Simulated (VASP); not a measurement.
# WC (Fm-3m) in VASP: notebook, part 2 of 2

VASP 6.6.1.

## 5. Single point, r2SCAN

This run uses another cell than the first one, of 10.54 Å³/atom, 1.064 times its volume.

POSCAR reads:

```
WC
1.0
    0.0000000000      2.1926840000      2.1926840000
    2.1926840000      0.0000000000      2.1926840000
    2.1926840000      2.1926840000      0.0000000000
W C
1 1
Direct
    0.0000000000      0.0000000000      0.0000000000
    0.5000000000      0.5000000000      0.5000000000
```

INCAR.step1 reads:

```
PREC = Accurate ; ENCUT = 520
ISMEAR = -1 ; SIGMA = 0.05
LREAL = False ; LASPH = True
NELM = 100 ; NBANDS = 16
GGA = PE ; ALGO = Normal
EDIFF = 1E-4 ; LWAVE = True
LCHARG = False
```

INCAR.step2 reads:

```
PREC = Accurate ; ENCUT = 520
EDIFF = 1E-6 ; ISMEAR = -1
SIGMA = 0.05 ; LREAL = False
LASPH = True ; NELM = 100
ALGO = Normal ; ISIF = 2
LWAVE = False ; LCHARG = False
METAGGA = R2SCAN ; LMIXTAU = True
NBANDS = 16 ; ISTART = 1
```

KPOINTS reads:

```
Automatic mesh
0
Gamma
  10 10 10
```

Potentials or basis: VASP PAW PBE potentials, release 64 (W_sv, C).

On the command line:

```
$ cat potpaw_PBE.64/W_sv/POTCAR potpaw_PBE.64/C/POTCAR > POTCAR
$ cp INCAR.step1 INCAR
$ mpirun -np 1 vasp_std > vasp.out
$ cp INCAR.step2 INCAR
$ mpirun -np 1 vasp_std > vasp.out
```

OUTCAR:

```text
PREC = Accurate
   ENCUT = 520
   EDIFF = 1E-6
   ISMEAR = -1
   LREAL = False
   LASPH = True
   NELM = 100
   ISIF = 2
   METAGGA = R2SCAN
   ISTART = 1

 ion  position               nearest neighbor table
   1  0.000  0.000  0.000-   2 2.19   2 2.19   2 2.19   2 2.19   2 2.19   2 2.19
   2  0.500  0.500  0.500-   1 2.19   1 2.19   1 2.19   1 2.19   1 2.19   1 2.19

  LATTYP: Found a face centered cubic cell.
 ALAT       =     4.3853680000

  Lattice vectors:
[... 640 lines left out ...]

 [... further k-points ...]

------------------------ aborting loop because EDIFF is reached ----------------------------------------

  FORCE on cell =-STRESS in cart. coord.  units (eV):
  Direction    XX          YY          ZZ          XY          YZ          ZX
  --------------------------------------------------------------------------------------
  -------------------------------------------------------------------------------------
  Total       -0.4993644     -0.4993644     -0.4993644     -0.0000000      0.0000000     -0.0000000
  in kB      -37.9463547    -37.9463547    -37.9463547     -0.0000000      0.0000000     -0.0000000
  external PRESSURE =     -37.9463547 kB  Pullay stress =       0.0000000 kB

 VOLUME and BASIS-vectors are now :
 -----------------------------------------------------------------------------
  energy-cutoff  :      520.00
  volume of cell :       21.08
      direct lattice vectors                 reciprocal lattice vectors
     0.000000000  2.192684000  2.192684000    -0.228031034  0.228031034  0.228031034
     2.192684000  0.000000000  2.192684000     0.228031034 -0.228031034  0.228031034
     2.192684000  2.192684000  0.000000000     0.228031034  0.228031034 -0.228031034

 POSITION                                       TOTAL-FORCE (eV/Angst)
 -----------------------------------------------------------------------------------
      0.00000      0.00000      0.00000         0.000000      0.000000      0.000000
      2.19268      2.19268      2.19268        -0.000000     -0.000000     -0.000000
 -----------------------------------------------------------------------------------
    total drift:                                0.000000     -0.000000     -0.000000

  FREE ENERGIE OF THE ION-ELECTRON SYSTEM (eV)
  ---------------------------------------------------
  free  energy   TOTEN  =       -60.6415388627 eV

  energy  without entropy=      -60.6355869341  energy(sigma->0) =      -60.63856290
```

OUTCAR.step1:

```text
PREC = Accurate
   ENCUT = 520
   ISMEAR = -1
   LREAL = False
   LASPH = True
[... 676 lines left out ...]
      0.00000      0.00000      0.00000         0.000000      0.000000     -0.000000
      2.19268      2.19268      2.19268        -0.000000     -0.000000      0.000000
 -----------------------------------------------------------------------------------
    total drift:                                0.000000     -0.000000     -0.000000

  FREE ENERGIE OF THE ION-ELECTRON SYSTEM (eV)
  ---------------------------------------------------
  free  energy   TOTEN  =       -21.5718757602 eV

  energy  without entropy=      -21.5653715269  energy(sigma->0) =      -21.56862364
```

OSZICAR.step1:

```text
N       E                     dE             d eps       ncg     rms          rms(c)
DAV:   1     0.112760075811E+03    0.11276E+03   -0.92600E+03  1504   0.124E+03
DAV:   2    -0.215979938254E+02   -0.13436E+03   -0.12950E+03  1816   0.341E+02
DAV:   3    -0.250444731431E+02   -0.34465E+01   -0.34234E+01  1672   0.510E+01
DAV:   4    -0.250625967412E+02   -0.18124E-01   -0.18123E-01  1912   0.418E+00
DAV:   5    -0.250627254226E+02   -0.12868E-03   -0.12868E-03  1672   0.339E-01    0.307E+01
DAV:   6    -0.216824227116E+02    0.33803E+01   -0.86755E+00  1824   0.278E+01    0.770E+00
DAV:   7    -0.216003279671E+02    0.82095E-01   -0.49814E-01  1528   0.565E+00    0.635E+00
DAV:   8    -0.215738367295E+02    0.26491E-01   -0.77248E-02  1688   0.239E+00    0.146E+00
DAV:   9    -0.215719385842E+02    0.18981E-02   -0.35600E-03  1600   0.529E-01    0.121E-01
DAV:  10    -0.215718757602E+02    0.62824E-04   -0.36627E-04  1768   0.208E-01
   1 F= -.21571876E+02 E0= -.21568624E+02  d E =-.650423E-02
```

It took 44 s on 1 thread of AMD EPYC 9R45 (Zen 5), shared host; peak memory 0.13 GiB.

What came out:

* Free energy: -60.6415 eV
* Pressure: -3.8 GPa
* Band gap on the k mesh: zero (band 9 reaches 13.50 eV, above the bottom of band 10 at 10.18 eV)

Caveat: the PAW data sets were made with another functional, which shifts forces and pressure a little; spin-orbit coupling is left out, which moves the levels of the heavy elements.

## 6. Single point, r2SCAN

This run uses another cell than the first one, of 10.75 Å³/atom, 1.085 times its volume.

POSCAR reads:

```
WC
1.0
    0.0000000000      2.2072055093      2.2072055093
    2.2072055093      0.0000000000      2.2072055093
    2.2072055093      2.2072055093      0.0000000000
W C
1 1
Direct
    0.0000000000      0.0000000000      0.0000000000
    0.5000000000      0.5000000000      0.5000000000
```

INCAR.step1 reads:

```
ALGO     = Normal         # electronic algorithm
EDIFF    = 1E-4           # SCF threshold, eV
ENCUT    = 520            # plane-wave cutoff, eV
GGA      = PE             # functional
ISMEAR   = -1             # smearing method
LASPH    = T              # aspherical terms in the spheres
LCHARG   = F              # write CHGCAR
LREAL    = F              # projectors in reciprocal space
LWAVE    = T              # write WAVECAR
NBANDS   = 16             # bands
NELM     = 100            # most SCF steps
PREC     = Accurate       # precision mode
SIGMA    = 0.05           # smearing width, eV
```

INCAR.step2 reads:

```
ALGO     = Normal         # electronic algorithm
EDIFF    = 1E-7           # SCF threshold, eV
ENCUT    = 520            # plane-wave cutoff, eV
ISIF     = 2              # what is computed and relaxed
ISMEAR   = -1             # smearing method
ISTART   = 1            
LASPH    = T              # aspherical terms in the spheres
LCHARG   = F              # write CHGCAR
LMIXTAU  = T            
LREAL    = F              # projectors in reciprocal space
LWAVE    = F              # write WAVECAR
METAGGA  = R2SCAN         # meta-GGA
NBANDS   = 16             # bands
NELM     = 100            # most SCF steps
PREC     = Accurate       # precision mode
SIGMA    = 0.05           # smearing width, eV
```

KPOINTS reads:

```
k-points
0
Gamma
  10 10 10
```

Potentials or basis: VASP PAW PBE potentials, release 64 (W_sv, C).

On the command line:

```
$ cat potpaw_PBE.64/W_sv/POTCAR potpaw_PBE.64/C/POTCAR > POTCAR
$ cp INCAR.step1 INCAR
$ mpirun -np 1 vasp_std > vasp.out
$ cp INCAR.step2 INCAR
$ mpirun -np 1 vasp_std > vasp.out
```

OUTCAR:

```text
EDIFF = 1E-7
   ENCUT = 520
   ISIF = 2
   ISMEAR = -1
   ISTART = 1
   LASPH = T
   LREAL = F
   METAGGA = R2SCAN
   NELM = 100
   PREC = Accurate

 ion  position               nearest neighbor table
   1  0.000  0.000  0.000-   2 2.21   2 2.21   2 2.21   2 2.21   2 2.21   2 2.21
   2  0.500  0.500  0.500-   1 2.21   1 2.21   1 2.21   1 2.21   1 2.21   1 2.21

  LATTYP: Found a face centered cubic cell.
 ALAT       =     4.4144110186

  Lattice vectors:

 A1 = (   0.0000000000,   2.2072055093,   2.2072055093)
 A2 = (   2.2072055093,   0.0000000000,   2.2072055093)
 A3 = (   2.2072055093,   2.2072055093,   0.0000000000)

Analysis of symmetry for initial positions (statically):
=====================================================================
 Subroutine PRICEL returns:
 Original cell was already a primitive cell.

 Routine SETGRP: Setting up the symmetry group for a
 face centered cubic supercell.

 Subroutine GETGRP returns: Found 48 space group operations
 (whereof 48 operations were pure point group operations)
 out of a pool of 48 trial point group operations.

The static configuration has the point symmetry O_h .

Analysis of symmetry for dynamics (positions and initial velocities):
=====================================================================
 Subroutine PRICEL returns:
 Original cell was already a primitive cell.

 Routine SETGRP: Setting up the symmetry group for a
 face centered cubic supercell.

 Subroutine GETGRP returns: Found 48 space group operations
 (whereof 48 operations were pure point group operations)
 out of a pool of 48 trial point group operations.

The dynamic configuration has the point symmetry O_h .

 Subroutine INISYM returns: Found 48 space group operations
 (whereof 48 operations are pure point group operations),
 and found     1 'primitive' translations

----------------------------------------------------------------------------------------

                                     Primitive cell

  volume of cell :      21.5059

  direct lattice vectors                    reciprocal lattice vectors
     0.000000000  2.207205509  2.207205509    -0.226530787  0.226530787  0.226530787
     2.207205509  0.000000000  2.207205509     0.226530787 -0.226530787  0.226530787
     2.207205509  2.207205509  0.000000000     0.226530787  0.226530787 -0.226530787

  length of vectors
     3.121459966  3.121459966  3.121459966     0.392362832  0.392362832  0.392362832

  position of ions in fractional coordinates (direct lattice)
     0.000000000  0.000000000  0.000000000
     0.500000000  0.500000000  0.500000000

  ion indices of the primitive-cell ions
   primitive index   ion index
                 1           1
                 2           2

----------------------------------------------------------------------------------------

 KPOINTS: k-points

Automatic generation of k-mesh.
 Grid dimensions read from file:
 generate k-points for:   10   10   10

 Generating k-lattice:

  Cartesian coordinates                     Fractional coordinates (reciprocal lattice)
    -0.022653079  0.022653079  0.022653079     0.100000000  0.000000000  0.000000000
     0.022653079 -0.022653079  0.022653079     0.000000000  0.100000000  0.000000000
     0.022653079  0.022653079 -0.022653079     0.000000000  0.000000000  0.100000000

  Length of vectors
     0.039236283  0.039236283  0.039236283

  Shift w.r.t. Gamma in fractional coordinates (k-lattice)
     0.000000000  0.000000000  0.000000000

 Subroutine IBZKPT returns following result:
 ===========================================

 Found     47 irreducible k-points:

 Following reciprocal coordinates:
            Coordinates               Weight
  0.000000  0.000000  0.000000      1.000000
  0.100000  0.000000  0.000000      8.000000
  0.200000  0.000000  0.000000      8.000000
  0.300000  0.000000  0.000000      8.000000
  0.400000  0.000000  0.000000      8.000000
  0.500000  0.000000  0.000000      4.000000
[... 16 lines left out ...]
  0.300000  0.300000  0.000000      6.000000
  0.400000  0.300000  0.000000     24.000000
 [... further k-points ...]
   k-points           NKPTS =     47   k-points in BZ     NKDIM =     47   number of bands    NBANDS=     16
   number of dos      NEDOS =    301   number of ions     NIONS =      2
   total plane-waves  NPLWV =  13824
   dimension x,y,z NGX =    24 NGY =   24 NGZ =   24
   dimension x,y,z NGXF=    48 NGYF=   48 NGZF=   48
   ions per type =               1   1
   NGX,Y,Z   is equivalent  to a cutoff of  12.78, 12.78, 12.78 a.u.
   NGXF,Y,Z  is equivalent  to a cutoff of  25.56, 25.56, 25.56 a.u.
 SYSTEM =  unknown system
   PREC   = accura    normal or accurate (medium, high low for compatibility)
   ISTART =      1    job   : 0-new  1-cont  2-samecut
   ICHARG =      0    charge: 1-file 2-atom 10-const
   ISPIN  =      1    spin polarized calculation?
   LNONCOLLINEAR =      F non collinear calculations
   LSORBIT =      F    spin-orbit coupling
   LASPH  =      T    aspherical Exc in radial PAW
   ENCUT  =  520.0 eV  38.22 Ry    6.18 a.u.   5.80  5.80  5.80*2*pi/ulx,y,z
   NELM   =    100;   NELMIN=  2; NELMDL=  0     # of ELM steps
   EDIFF  = 0.1E-06   stopping-criterion for ELM
   LREAL  =      F    real-space projection
   EDIFFG = 0.1E-05   stopping-criterion for IOM
   NSW    =      0    number of steps for IOM
   IBRION =     -1    ionic relax: 0-MD 1-quasi-New 2-CG
   NFREE  =      0    steps in history (QN), initial steepest desc. (CG)
   ISIF   =      2    stress and relaxation
   ISYM   =      2    0-nonsym 1-usesym 2-fastsym
   POTIM  = 0.5000    time-step for ionic-motion
   TEBEG  =    0.0;   TEEND  =   0.0 temperature during run
   PSTRESS=    0.0 pullay stress
   NELECT =      18.0000    total number of electrons
   NUPDOWN=      -1.0000    fix difference up-down
   EMIN   =  10.00;   EMAX   =-10.00  energy-range for DOS
   EFERMI =   0.00;   METHOD = LEGACY
   ISMEAR =    -1;   SIGMA  =   0.05  broadening in eV -4-tet -1-fermi 0-gaus
   EFERMI_NEDOS =   21; number of points for ismear=-14 and -15
   IALGO  =     38    algorithm
   IMIX   =      4    mixing-type and parameters
     AMIX     =   0.40;   BMIX     =  1.00
     AMIX_MAG =   1.60;   BMIX_MAG =  1.00
  volume/ion in A,a.u.               =      10.75        72.56
  Fermi-wavevector in a.u.,A,eV,Ry     =   1.542812  2.915491 32.385507  2.380268
  Thomas-Fermi vector in A             =   2.648563
   LORBIT       =      0    0 simple, 1 ext, 2 COOP (PROOUT), +10 PAW based schemes
   METAGGA = R2SCAN    functional components
   LHFCALC =     F    Hartree Fock is set to
   AEXX    =    0.0000 exact exchange contribution
   IVDW    =     0    specifies the selected vdW correction
   LEPSILON=     F    determine dielectric tensor
   LRPA    =     F    only Hartree local field effects (RPA)
 non-spin polarized calculation
  energy-cutoff  :      520.00
  volume of cell :       21.51
 maximum number of plane-waves:       589
   NGX = 11   NGY = 11   NGZ = 11

 number of electron      18.0000003 magnetization

 Free energy of the ion-electron system (eV)
  ---------------------------------------------------
  ext. energy  EPLUGINS =         0.00000000
  ---------------------------------------------------
  free energy    TOTEN  =       -60.62252987 eV

  energy without entropy =      -60.61646522  energy(sigma->0) =      -60.61949754

 E-fermi :  12.1605     XC(G=0): -14.7212

 val. band max:       12.0425438368   @ k =   0.3000   0.2000   0.1000
 cond. band min:      12.2165132708   @ k =  -0.1000   0.1000   0.0000
 fundamental gap:      0.1739694339
 Fermi energy:        12.1605452905

 k-point     1 :       0.0000    0.0000    0.0000
  band No.  band energies     occupation
      1     -65.3639      2.00000
      2     -28.7017      2.00000
      3     -28.7017      2.00000
      4     -28.7017      2.00000
      5      -4.4265      2.00000
      6       9.3414      2.00000
[... 8 lines left out ...]
     15      22.7339      0.00000
     16      35.5674      0.00000

 k-point     2 :       0.1000    0.0000    0.0000
  band No.  band energies     occupation
      1     -65.3602      2.00000
      2     -28.7591      2.00000
      3     -28.7078      2.00000
      4     -28.7078      2.00000
      5      -4.1468      2.00000
      6       8.3743      2.00000
[... 8 lines left out ...]
     15      23.3542      0.00000
     16      33.1814      0.00000
[... 387 lines left out ...]
      5      -2.3239      2.00000
      6       4.6818      2.00000
[... 8 lines left out ...]
     15      25.2579      0.00000
     16      28.2716      0.00000

 k-point    24 :       0.4000    0.3000    0.0000
  band No.  band energies     occupation
      1     -65.3236      2.00000
      2     -29.1228      2.00000
      3     -28.8753      2.00000
      4     -28.8580      2.00000
      5      -2.0084      2.00000
      6       4.8065      2.00000
[... 8 lines left out ...]
     15      24.5167      0.00000
     16      28.0926      0.00000

 [... further k-points ...]
[... 5 lines left out ...]
  --------------------------------------------------------------------------------------
  -------------------------------------------------------------------------------------
  Total       -1.4377290     -1.4377290     -1.4377290      0.0000000      0.0000000      0.0000000
  in kB     -107.1098231   -107.1098231   -107.1098231      0.0000000      0.0000000      0.0000000
  external PRESSURE =    -107.1098231 kB  Pullay stress =       0.0000000 kB

 VOLUME and BASIS-vectors are now :
 -----------------------------------------------------------------------------
  energy-cutoff  :      520.00
  volume of cell :       21.51
      direct lattice vectors                 reciprocal lattice vectors
     0.000000000  2.207205509  2.207205509    -0.226530787  0.226530787  0.226530787
     2.207205509  0.000000000  2.207205509     0.226530787 -0.226530787  0.226530787
     2.207205509  2.207205509  0.000000000     0.226530787  0.226530787 -0.226530787

 POSITION                                       TOTAL-FORCE (eV/Angst)
 -----------------------------------------------------------------------------------
      0.00000      0.00000      0.00000         0.000000     -0.000000      0.000000
      2.20721      2.20721      2.20721        -0.000000      0.000000     -0.000000
 -----------------------------------------------------------------------------------
    total drift:                                0.000000     -0.000000     -0.000000

  FREE ENERGIE OF THE ION-ELECTRON SYSTEM (eV)
  ---------------------------------------------------
  free  energy   TOTEN  =       -60.6225298676 eV

  energy  without entropy=      -60.6164652198  energy(sigma->0) =      -60.61949754
```

Wall time 58 s (1 thread of AMD EPYC 9R45 (Zen 5), shared host); peak memory 0.12 GiB.

Results:

```yaml
Free_energy: -60.6225 eV
Pressure: -10.7 GPa
Band_gap_on_the_k_mesh: zero (band 9 reaches 13.16 eV, above the bottom of band 10 at 9.94 eV)
```

Caveat: the PAW data sets were made with another functional, which shifts forces and pressure a little; spin-orbit coupling is left out, which moves the levels of the heavy elements.

## 7. The runs side by side

| cell | gap on the mesh (eV) | pressure (GPa) |
| --- | --- | --- |
| a = 3.038 Å, angles 60.0°, 2 atoms | none | 22.0 |
| a = 3.059 Å, angles 60.0°, 2 atoms | none | 12.5 |
| a = 3.080 Å, angles 60.0°, 2 atoms | none | 3.9 |
| a = 3.101 Å, angles 60.0°, 2 atoms | none | -3.8 |
| a = 3.121 Å, angles 60.0°, 2 atoms | none | -10.7 |

Alike in all rows: task single point; level r2SCAN; potentials or basis VASP PAW PBE potentials, release 64 (W_sv, C); no spin polarisation; k mesh 10 × 10 × 10; cutoff (eV) 520; smearing fermi-dirac 0.05 eV.

Caveats: the PAW data sets were made with another functional, which shifts forces and pressure a little; spin-orbit coupling is left out, which moves the levels of the heavy elements.

Total energies depend on the potentials used, so only differences within one code and one set of settings carry meaning.
